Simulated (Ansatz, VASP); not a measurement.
One calculation of LaTi2GaO6, two programs

File INCAR:

```
SYSTEM = LaTi2GaO6
PREC     = Accurate       ! precision mode
ENCUT    = 520            ! plane-wave cutoff, eV
EDIFF    = 1E-7           ! SCF threshold, eV
ISMEAR   = -1             ! smearing method
SIGMA    = 0.05           ! smearing width, eV
LREAL    = .FALSE.        ! projectors in reciprocal space
LASPH    = .TRUE.         ! aspherical terms in the spheres
NELM     = 60             ! most SCF steps
ALGO     = Normal         ! electronic algorithm
ISIF     = 2              ! what is computed and relaxed
LWAVE    = .FALSE.        ! write WAVECAR
LCHARG   = .FALSE.        ! write CHGCAR
GGA      = PE             ! functional
NBANDS   = 53             ! bands
```

File KPOINTS:

```
Automatic mesh
0
G
  4 4 6
  0 0 0
```

File POSCAR:

```
LaTi2GaO6
1.0
    3.9162780000     -3.9392990000      0.0000000000
    3.9162780000      3.9392990000      0.0000000000
    0.0000000000      0.0000000000      3.9476950000
La Ti Ga O
1 2 1 6
Direct
    0.5000000000      0.5000000000      0.5000000000
    0.5000000000      0.0000000000      0.0000000000
    0.0000000000      0.5000000000      0.0000000000
    0.0000000000      0.0000000000      0.5000000000
    0.5000000000      0.0000000000      0.5000000000
    0.0000000000      0.5000000000      0.5000000000
    0.2903560000      0.2903560000      0.0000000000
    0.7096440000      0.7096440000      0.0000000000
    0.2378060000      0.7621940000      0.0000000000
    0.7621940000      0.2378060000      0.0000000000
```

Input for Ansatz:

```yaml
crystal:
  lattice:
    - [3.916278, -3.939299, 0.0]
    - [3.916278, 3.939299, 0.0]
    - [0.0, 0.0, 3.947695]
  atoms:
    - { symbol: La, position: [0.5, 0.5, 0.5] }
    - { symbol: Ti, position: [0.5, 0.0, 0.0] }
    - { symbol: Ti, position: [0.0, 0.5, 0.0] }
    - { symbol: Ga, position: [0.0, 0.0, 0.5] }
    - { symbol: O, position: [0.5, 0.0, 0.5] }
    - { symbol: O, position: [0.0, 0.5, 0.5] }
    - { symbol: O, position: [0.290356, 0.290356, 0.0] }
    - { symbol: O, position: [0.709644, 0.709644, 0.0] }
    - { symbol: O, position: [0.237806, 0.762194, 0.0] }
    - { symbol: O, position: [0.762194, 0.237806, 0.0] }
kpoints:
  mp_grid:
    grid: [4, 4, 6]
hamiltonian:
  xc: pbe
scf:
  occupations:
    method: fermi_dirac
    width: 0.05
basis:
  ecutwfc: "470 eV"
output:
  forces: true
```

Alike in both runs: task single point; functional PBE; k mesh 4 × 4 × 6; occupations fermi-dirac, width 0.05 eV; no spin polarisation.

```csv
,VASP,Ansatz
version,VASP 6.6.1,Ansatz 0.2.0
potentials or method,"VASP PAW PBE potentials, release 64 (La, Ti_sv, Ga_d, O), cutoff 520 eV","plane waves, PAW"
valence electrons in the cell,84,84
```

```tsv
	VASP	Ansatz	Ansatz less VASP
rms of the force components (eV/Å)	0.017	0.021	+0.0041
```

Atom by atom the forces differ by 0.005 eV/Å (rms over components). The functional is the same, so the differences come from potentials, cutoffs and numerics.

Spin-orbit coupling is off throughout.
